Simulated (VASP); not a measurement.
**Cd: single point with PBE+D3(BJ)**

Cd:

```
Cd
1.0
     0.00000    2.20462    2.20462
     2.20462    0.00000    2.20462
     2.20462    2.20462    0.00000
Cd
1
Direct
  0.00000 0.00000 0.00000
```

* Program: VASP 6.6.1
* Task: single point
* Functional: PBE
* Dispersion: D3(BJ)
* Potentials or basis: VASP PAW PBE potentials, release 64 (Cd)
* Cutoff: 520 eV
* k mesh: 10 × 10 × 10
* Occupations: methfessel-paxton, width 0.1 eV
* Spin: no spin polarisation
* Dipole correction: no
* Further INCAR settings: ALGO = Normal; EDIFF = 1e-07; NBANDS = 12

The pressure is 0.4 GPa and the band gap on the k mesh is zero (band 6 reaches 4.11 eV, above the bottom of band 7 at 1.68 eV). The dispersion energy per atom is -0.446 eV.

Levels at points of the mesh, in eV from the Fermi level:
| k point | band 4 | band 5 | band 6 | band 7 | band 8 | band 9 |
| --- | --- | --- | --- | --- | --- | --- |
| (0.00, 0.00, 0.00) | -9.09 | -8.87 | -8.87 | 13.80 | 14.98 | 14.98 |
| (0.50, 0.00, 0.00) | -8.49 | -8.49 | -2.56 | -1.45 | 12.55 | 12.55 |
| (0.50, 0.50, 0.00) | -8.39 | -8.39 | -1.01 | 1.30 | 6.70 | 6.70 |

It took 3.7 s on 1 thread of Intel(R) Xeon(R) 6975P-C (Granite Rapids), on a shared host, peak memory 0.15 GiB.

Caveat: pairwise dispersion overbinds metals, which lowers pressure and volume.
